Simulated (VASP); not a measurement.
# AlCo (Pm-3m) in VASP: a series of runs

Runs on AlCo. Level: PBEsol. Tasks: single point, relaxation of cell and atoms.

Everything below comes from runs of VASP 6.6.1. Logs are shortened: lines on timing, memory, paths and dates and some standing lists are left out, and cuts for length are marked.

## 1. The cell of the first run

Symmetry: Pm-3m, No. 221, cubic system. The conventional cell has a = 2.823 Å, b = 2.823 Å, c = 2.823 Å, α = 90.00°, β = 90.00°, γ = 90.00°. Al (site symmetry m-3m) has 8 Co at 2.44 Å and 6 Al at 2.82 Å within 3.2 Å. Co (site symmetry m-3m) has 8 Al at 2.44 Å and 6 Co at 2.82 Å within 3.2 Å.

## 2. Single point, PBEsol

Input file INCAR:

```
ALGO     = Normal         # electronic algorithm
EDIFF    = 1E-7           # SCF threshold, eV
ENCUT    = 520            # plane-wave cutoff, eV
GGA      = PS             # functional
ISIF     = 2              # what is computed and relaxed
ISMEAR   = 0              # smearing method
LASPH    = T              # aspherical terms in the spheres
LCHARG   = F              # write CHGCAR
LREAL    = F              # projectors in reciprocal space
LWAVE    = F              # write WAVECAR
NBANDS   = 13             # bands
NELM     = 100            # most SCF steps
PREC     = Accurate       # precision mode
SIGMA    = 0.15           # smearing width, eV
```

Input file KPOINTS:

```
k-points
0
Gamma
  12 12 12
```

Input file POSCAR:

```
AlCo
1.0
    2.8225855368      0.0000000000      0.0000000000
    0.0000000000      2.8225855368      0.0000000000
    0.0000000000      0.0000000000      2.8225855368
Al Co
1 1
Direct
    0.0000000000      0.0000000000      0.0000000000
    0.5000000000      0.5000000000      0.5000000000
```

Potentials or basis: VASP PAW PBE potentials, release 64 (Al, Co).

On the command line:

```
> cat potpaw_PBE.64/Al/POTCAR potpaw_PBE.64/Co/POTCAR > POTCAR
> mpirun -np 1 vasp_std > vasp.out
```

OUTCAR:

```text
EDIFF = 1E-7
   ENCUT = 520
   GGA = PS
   ISIF = 2
   ISMEAR = 0
   LASPH = T
   LREAL = F
   NELM = 100
   PREC = Accurate

 ion  position               nearest neighbor table
   1  0.000  0.000  0.000-   2 2.44   2 2.44   2 2.44   2 2.44   2 2.44   2 2.44   2 2.44   2 2.44

   2  0.500  0.500  0.500-   1 2.44   1 2.44   1 2.44   1 2.44   1 2.44   1 2.44   1 2.44   1 2.44

  LATTYP: Found a simple cubic cell.
 ALAT       =     2.8225855368

  Lattice vectors:

 A1 = (   2.8225855368,   0.0000000000,   0.0000000000)
 A2 = (   0.0000000000,   2.8225855368,   0.0000000000)
 A3 = (   0.0000000000,   0.0000000000,   2.8225855368)

Analysis of symmetry for initial positions (statically):
=====================================================================
 Subroutine PRICEL returns:
 Original cell was already a primitive cell.

 Routine SETGRP: Setting up the symmetry group for a
 simple cubic supercell.

 Subroutine GETGRP returns: Found 48 space group operations
 (whereof 48 operations were pure point group operations)
 out of a pool of 48 trial point group operations.

The static configuration has the point symmetry O_h .

Analysis of symmetry for dynamics (positions and initial velocities):
=====================================================================
 Subroutine PRICEL returns:
 Original cell was already a primitive cell.

 Routine SETGRP: Setting up the symmetry group for a
 simple cubic supercell.

 Subroutine GETGRP returns: Found 48 space group operations
 (whereof 48 operations were pure point group operations)
 out of a pool of 48 trial point group operations.

The dynamic configuration has the point symmetry O_h .

 Subroutine INISYM returns: Found 48 space group operations
 (whereof 48 operations are pure point group operations),
 and found     1 'primitive' translations

----------------------------------------------------------------------------------------

                                     Primitive cell

  volume of cell :      22.4875

  direct lattice vectors                    reciprocal lattice vectors
     2.822585537  0.000000000  0.000000000     0.354285100  0.000000000  0.000000000
     0.000000000  2.822585537  0.000000000     0.000000000  0.354285100  0.000000000
     0.000000000  0.000000000  2.822585537     0.000000000  0.000000000  0.354285100

  length of vectors
     2.822585537  2.822585537  2.822585537     0.354285100  0.354285100  0.354285100

  position of ions in fractional coordinates (direct lattice)
     0.000000000  0.000000000  0.000000000
     0.500000000  0.500000000  0.500000000

[... 89 lines left out ...]
   EMIN   =  10.00;   EMAX   =-10.00  energy-range for DOS
   EFERMI =   0.00;   METHOD = LEGACY
   ISMEAR =     0;   SIGMA  =   0.15  broadening in eV -4-tet -1-fermi 0-gaus
   EFERMI_NEDOS =   21; number of points for ismear=-14 and -15
   IALGO  =     38    algorithm
   IMIX   =      4    mixing-type and parameters
     AMIX     =   0.40;   BMIX     =  1.00
     AMIX_MAG =   1.60;   BMIX_MAG =  1.00
  volume/ion in A,a.u.               =      11.24        75.88
  Fermi-wavevector in a.u.,A,eV,Ry     =   1.327868  2.509306 23.990236  1.763233
  Thomas-Fermi vector in A             =   2.457148
   LORBIT       =      0    0 simple, 1 ext, 2 COOP (PROOUT), +10 PAW based schemes
   GGA     = PS    functional components
   LHFCALC =     F    Hartree Fock is set to
   AEXX    =    0.0000 exact exchange contribution
   IVDW    =     0    specifies the selected vdW correction
   LEPSILON=     F    determine dielectric tensor
   LRPA    =     F    only Hartree local field effects (RPA)
 non-spin polarized calculation
 Gauss-broadening in eV      SIGMA  =   0.15
  energy-cutoff  :      520.00
  volume of cell :       22.49
 maximum number of plane-waves:       624
 NGX is ok and might be reduce to    24

 number of electron      11.9999996 magnetization

 Free energy of the ion-electron system (eV)
  ---------------------------------------------------
  ext. energy  EPLUGINS =         0.00000000
  ---------------------------------------------------
  free energy    TOTEN  =       -13.08578481 eV

  energy without entropy =      -13.07658734  energy(sigma->0) =      -13.08118608

 E-fermi :  10.8284     XC(G=0): -12.5269

 val. band max:       10.8196866939   @ k =   0.4167   0.4167   0.0000
 cond. band min:      10.8414575566   @ k =   0.5000   0.4167   0.1667
 fundamental gap:      0.0217708627
 Fermi energy:        10.8283500421

 k-point     1 :       0.0000    0.0000    0.0000
  band No.  band energies     occupation
      1      -0.4269      2.00000
      2       7.7234      2.00000
      3       7.7234      2.00000
      4       9.9872      2.00000
      5       9.9872      2.00000
      6       9.9872      2.00000
      7      16.9481      0.00000
      8      16.9481      0.00000
      9      16.9481      0.00000
     10      19.7118      0.00000
     11      19.7118      0.00000
     12      26.5441      0.00000
     13      32.7907      0.00000
[... 354 lines left out ...]
  band No.  band energies     occupation
      1       4.3790      2.00000
      2       6.5736      2.00000
      3       8.1690      2.00000
      4       8.7659      2.00000
      5       9.2794      2.00000
      6       9.4617      2.00000
      7      11.0476      0.03875
      8      14.3181      0.00000
      9      16.3271      0.00000
     10      22.7860      0.00000
     11      24.3376      0.00000
     12      25.5029      0.00000
     13      27.4653      0.00000

 [... further k-points ...]

------------------------ aborting loop because EDIFF is reached ----------------------------------------

  FORCE on cell =-STRESS in cart. coord.  units (eV):
  Direction    XX          YY          ZZ          XY          YZ          ZX
  --------------------------------------------------------------------------------------
  -------------------------------------------------------------------------------------
  Total        0.0198253      0.0198253      0.0198253      0.0000000     -0.0000000      0.0000000
  in kB        1.4124985      1.4124985      1.4124985      0.0000000     -0.0000000      0.0000000
  external PRESSURE =       1.4124985 kB  Pullay stress =       0.0000000 kB

 VOLUME and BASIS-vectors are now :
 -----------------------------------------------------------------------------
  energy-cutoff  :      520.00
  volume of cell :       22.49
      direct lattice vectors                 reciprocal lattice vectors
     2.822585537  0.000000000  0.000000000     0.354285100  0.000000000  0.000000000
     0.000000000  2.822585537  0.000000000     0.000000000  0.354285100  0.000000000
     0.000000000  0.000000000  2.822585537     0.000000000  0.000000000  0.354285100

 POSITION                                       TOTAL-FORCE (eV/Angst)
 -----------------------------------------------------------------------------------
      0.00000      0.00000      0.00000         0.000000      0.000000      0.000000
      1.41129      1.41129      1.41129         0.000000      0.000000      0.000000
 -----------------------------------------------------------------------------------
    total drift:                                0.000000     -0.000000     -0.000000

  FREE ENERGIE OF THE ION-ELECTRON SYSTEM (eV)
  ---------------------------------------------------
  free  energy   TOTEN  =       -13.0857848138 eV

  energy  without entropy=      -13.0765873419  energy(sigma->0) =      -13.08118608
```

OSZICAR:

```text
N       E                     dE             d eps       ncg     rms          rms(c)
DAV:   1     0.356131352713E+02    0.35613E+02   -0.53047E+03  2240   0.978E+02
DAV:   2    -0.132843657907E+02   -0.48898E+02   -0.44348E+02  2309   0.174E+02
DAV:   3    -0.149784973307E+02   -0.16941E+01   -0.16801E+01  2624   0.369E+01
DAV:   4    -0.150035685346E+02   -0.25071E-01   -0.25063E-01  2671   0.408E+00
DAV:   5    -0.150043444243E+02   -0.77589E-03   -0.77587E-03  2739   0.784E-01    0.135E+01
DAV:   6    -0.178667356389E+02   -0.28624E+01   -0.65004E+01  2514   0.103E+02    0.179E+01
DAV:   7    -0.131338985792E+02    0.47328E+01   -0.30368E+01  2554   0.655E+01    0.193E+00
DAV:   8    -0.131008038395E+02    0.33095E-01   -0.18788E-01  2572   0.324E+00    0.117E+00
DAV:   9    -0.130862157765E+02    0.14588E-01   -0.21754E-02  2921   0.174E+00    0.297E-01
DAV:  10    -0.130858054777E+02    0.41030E-03   -0.42573E-04  2633   0.167E-01    0.143E-01
DAV:  11    -0.130857851464E+02    0.20331E-04   -0.20212E-05  2877   0.385E-02    0.738E-03
DAV:  12    -0.130857848410E+02    0.30533E-06   -0.10273E-06  2941   0.887E-03    0.489E-03
DAV:  13    -0.130857848138E+02    0.27204E-07   -0.10687E-07  1793   0.238E-03
   1 F= -.13085785E+02 E0= -.13081186E+02  d E =-.919747E-02
```

stdout:

```text
POSCAR found type information on POSCAR AlCo
 POSCAR found :  2 types and       2 ions
 scaLAPACK will be used
 -----------------------------------------------------------------------------
|                                                                             |
|                                                                             |
|     You enforced a specific xc type in the INCAR file but a different       |
|     I HOPE YOU KNOW WHAT YOU ARE DOING!                                     |
|                                                                             |
 -----------------------------------------------------------------------------

 LDA part: xc-table for (Slater+PW92), standard interpolation
 POSCAR, INCAR and KPOINTS ok, starting setup
 FFT: planning ... GRIDC
 FFT: planning ... GRID_SOFT
 FFT: planning ... GRID
 WAVECAR not read
 entering main loop
```

Run time: 7.1 s. Hardware: 1 thread of Intel Xeon 6975P-C (Granite Rapids), shared host; peak memory 0.15 GiB.

What came out:

```yaml
Free_energy: -13.0858 eV
Pressure: 0.1 GPa
Band_gap_on_the_k_mesh: zero (band 6 reaches 13.20 eV, above the bottom of band 7 at 10.58 eV)
```

Caveat: the PAW data sets were made with another functional, which shifts forces and pressure a little.

## 3. Single point, PBEsol

Input file INCAR:

```
SYSTEM = AlCo
PREC = Accurate
ENCUT = 520
EDIFF = 1E-6
ISMEAR = 0
SIGMA = 0.1
LREAL = .False.
LASPH = .True.
NELM = 80
ALGO = Fast
ISIF = 2
LWAVE = .False.
LCHARG = .False.
GGA = PS
NBANDS = 13
```

Input file KPOINTS:

```
regular mesh
0
Gamma
  14 14 14
  0 0 0
```

POSCAR is that of step 2.

Potentials or basis: VASP PAW PBE potentials, release 64 (Al, Co).

On the command line:

```
> cat potpaw_PBE.64/Al/POTCAR potpaw_PBE.64/Co/POTCAR > POTCAR
> mpirun -np 1 vasp_std > vasp.out
```

OUTCAR:

```text
SYSTEM = AlCo
   PREC = Accurate
   ENCUT = 520
   EDIFF = 1E-6
   ISMEAR = 0
   LREAL = .False.
   LASPH = .True.
   NELM = 80
   ISIF = 2
   GGA = PS

 ion  position               nearest neighbor table
   1  0.000  0.000  0.000-   2 2.44   2 2.44   2 2.44   2 2.44   2 2.44   2 2.44   2 2.44   2 2.44

   2  0.500  0.500  0.500-   1 2.44   1 2.44   1 2.44   1 2.44   1 2.44   1 2.44   1 2.44   1 2.44

  LATTYP: Found a simple cubic cell.
 ALAT       =     2.8225855368

  Lattice vectors:

 A1 = (   2.8225855368,   0.0000000000,   0.0000000000)
[... 573 lines left out ...]

  FORCE on cell =-STRESS in cart. coord.  units (eV):
  Direction    XX          YY          ZZ          XY          YZ          ZX
  --------------------------------------------------------------------------------------
  -------------------------------------------------------------------------------------
  Total       -0.0126280     -0.0126280     -0.0126280      0.0000000      0.0000000      0.0000000
  in kB       -0.8997118     -0.8997118     -0.8997118      0.0000000      0.0000000      0.0000000
  external PRESSURE =      -0.8997118 kB  Pullay stress =       0.0000000 kB

 VOLUME and BASIS-vectors are now :
 -----------------------------------------------------------------------------
  energy-cutoff  :      520.00
  volume of cell :       22.49
      direct lattice vectors                 reciprocal lattice vectors
     2.822585537  0.000000000  0.000000000     0.354285100  0.000000000  0.000000000
     0.000000000  2.822585537  0.000000000     0.000000000  0.354285100  0.000000000
     0.000000000  0.000000000  2.822585537     0.000000000  0.000000000  0.354285100

 POSITION                                       TOTAL-FORCE (eV/Angst)
 -----------------------------------------------------------------------------------
      0.00000      0.00000      0.00000         0.000000      0.000000      0.000000
      1.41129      1.41129      1.41129         0.000000      0.000000      0.000000
 -----------------------------------------------------------------------------------
    total drift:                                0.000000     -0.000000     -0.000000

  FREE ENERGIE OF THE ION-ELECTRON SYSTEM (eV)
  ---------------------------------------------------
  free  energy   TOTEN  =       -13.0840930741 eV

  energy  without entropy=      -13.0808057933  energy(sigma->0) =      -13.08244943
```

stdout:

```text
POSCAR found type information on POSCAR AlCo
 POSCAR found :  2 types and       2 ions
 scaLAPACK will be used
 -----------------------------------------------------------------------------
|                                                                             |
|                                                                             |
|     You enforced a specific xc type in the INCAR file but a different       |
|     I HOPE YOU KNOW WHAT YOU ARE DOING!                                     |
|                                                                             |
 -----------------------------------------------------------------------------

 LDA part: xc-table for (Slater+PW92), standard interpolation
 POSCAR, INCAR and KPOINTS ok, starting setup
 FFT: planning ... GRIDC
 FFT: planning ... GRID_SOFT
 FFT: planning ... GRID
 WAVECAR not read
 entering main loop
```

Wall time 12 s (1 thread of Intel Xeon 6975P-C (Granite Rapids), shared host); peak memory 0.16 GiB.

What came out:

```
Free energy            : -13.0841 eV
Pressure               : -0.1 GPa
Band gap on the k mesh : zero (band 6 reaches 13.20 eV, above the bottom of band 7 at 10.58 eV)
```

Caveat: the PAW data sets were made with another functional, which shifts forces and pressure a little. Spin polarisation is off, so any magnetic state and its effect on volume and gap are missing.

## 4. Single point, PBEsol

This run uses another cell than the first one: it holds 4 atoms, not 2.

Input file INCAR:

```
SYSTEM = AlCo
ALGO = Normal
EDIFF = 1E-6
ENCUT = 520
GGA = PS
ISIF = 2
ISMEAR = 0
LASPH = .True.
LCHARG = .True.
LELF = .True.
LREAL = .False.
LVHAR = .True.
LWAVE = .False.
NBANDS = 20
NELM = 80
PREC = Accurate
SIGMA = 0.15
```

Input file KPOINTS:

```
k-points
0
Gamma
  12 12 6
  0 0 0
```

Input file POSCAR:

```
AlCo
1.0
    2.8225855368      0.0000000000      0.0000000000
    0.0000000000      2.8225855368      0.0000000000
    0.0000000000      0.0000000000      5.6451710735
Al Co
2 2
Direct
    0.0000000000      0.0000000000      0.0000000000
    0.0000000000      0.0000000000      0.5000000000
    0.5000000000      0.5000000000      0.2500000000
    0.5000000000      0.5000000000      0.7500000000
```

On the command line:

```
> cat potpaw_PBE.64/Al/POTCAR potpaw_PBE.64/Co/POTCAR > POTCAR
> mpirun -np 1 vasp_std > vasp.out
```

Run time: 28 s. Hardware: 1 thread of Intel Xeon 6975P-C (Granite Rapids), shared host; peak memory 0.22 GiB.

The run converged. Its results:

```
Free energy            : -26.1716 eV
Pressure               : 0.2 GPa
Band gap on the k mesh : zero (band 12 reaches 11.13 eV, above the bottom of band 13 at 10.58 eV)
```

Levels at points of the mesh, in eV from the Fermi level:
| k point | band 9 | band 10 | band 11 | band 12 | band 13 | band 14 | band 15 | band 16 |
| --- | --- | --- | --- | --- | --- | --- | --- | --- |
| (0.00, 0.00, 0.00) | -0.84 | -0.84 | -0.84 | -0.72 | 0.19 | 6.12 | 6.12 | 6.12 |
| (0.50, 0.00, 0.00) | -1.75 | -1.54 | -1.54 | -0.72 | -0.25 | 0.19 | 2.50 | 3.68 |
| (0.50, 0.50, 0.00) | -1.54 | -0.25 | -0.21 | -0.21 | 2.38 | 2.38 | 2.38 | 2.50 |
| (0.00, 0.00, 0.50) | -1.34 | -1.34 | -0.78 | -0.78 | 1.59 | 1.59 | 7.65 | 7.65 |
| (0.50, 0.00, 0.50) | -1.65 | -1.65 | -1.16 | -1.16 | 0.12 | 0.12 | 5.68 | 5.68 |
| (0.50, 0.50, 0.50) | -0.23 | -0.23 | 0.18 | 0.18 | 0.18 | 0.18 | 2.51 | 2.51 |

Caveat: the PAW data sets were made with another functional, which shifts forces and pressure a little.

## 5. Single point, PBEsol

Input file INCAR:

```
SYSTEM = AlCo
PREC = Accurate
ENCUT = 520
EDIFF = 1E-6
ISMEAR = 0
SIGMA = 0.1
LREAL = .False.
LASPH = .True.
NELM = 80
ALGO = Fast
ISIF = 2
LWAVE = .False.
LCHARG = .False.
GGA = PS
NBANDS = 13
```

Input file KPOINTS:

```
regular mesh
0
Gamma
  14 14 14
  0 0 0
```

Input file POSCAR:

```
AlCo
1.0
    2.8225855360      0.0000000000      0.0000000000
    0.0000000000      2.8225855360      0.0000000000
    0.0000000000      0.0000000000      2.8225855360
Al Co
1 1
Direct
    0.0000000000      0.0000000000      0.0000000000
    0.5000000000      0.5000000000      0.5000000000
```

On the command line:

```
> cat potpaw_PBE.64/Al/POTCAR potpaw_PBE.64/Co/POTCAR > POTCAR
> mpirun -np 1 vasp_std > vasp.out
```

It took 17 s on 1 thread of Intel Xeon Platinum 8488C (Sapphire Rapids), shared host; peak memory 0.16 GiB.

The run converged. Its results:

```yaml
Free_energy: -13.0841 eV
Pressure: -0.1 GPa
Band_gap_on_the_k_mesh: zero (band 6 reaches 13.20 eV, above the bottom of band 7 at 10.58 eV)
```

Levels at points of the mesh, in eV from the Fermi level:
| k point | band 4 | band 5 | band 6 | band 7 | band 8 | band 9 |
| --- | --- | --- | --- | --- | --- | --- |
| (0.00, 0.00, 0.00) | -0.86 | -0.86 | -0.86 | 6.10 | 6.10 | 6.10 |
| (0.50, 0.00, 0.00) | -1.77 | -1.77 | -0.74 | 0.17 | 8.44 | 10.74 |
| (0.50, 0.50, 0.00) | -2.74 | -1.56 | -1.56 | -0.27 | 2.48 | 3.67 |
| (0.50, 0.50, 0.50) | -0.23 | -0.23 | 2.36 | 2.36 | 2.36 | 4.41 |

Caveat: the PAW data sets were made with another functional, which shifts forces and pressure a little. Spin polarisation is off, so any magnetic state and its effect on volume and gap are missing.

[end of part 1 of 2]
